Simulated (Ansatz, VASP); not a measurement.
YSe: VASP beside Ansatz

```xyz
2
Lattice="0.0000 2.9314 2.9314 2.9314 0.0000 2.9314 2.9314 2.9314 0.0000" Properties=species:S:1:pos:R:3 pbc="T T T"
Y     0.0000    0.0000    0.0000
Se    2.9314    2.9314    2.9314
```

Change from the starting cell: volume scaled by 1.06.

Alike in both runs: task single point; functional LDA; k mesh 7 × 7 × 7; occupations fermi-dirac, width 0.03 eV; no spin polarisation.

|  | VASP | Ansatz |
| --- | --- | --- |
| version | VASP 6.6.1 | Ansatz 0.2.0 |
| potentials or method | VASP PAW LDA potentials, release 64 (Y_sv, Se), cutoff 520 eV | all-electron LAPW, scalar-relativistic |

```csv
,VASP,Ansatz,Ansatz less VASP
pressure (GPa),-8.2,-8.3,-0.10
```

LDA's correlation is that of Perdew and Zunger in VASP and of Perdew and Wang (1992) in Ansatz. Ansatz ran all-electron here, and VASP with PAW potentials.
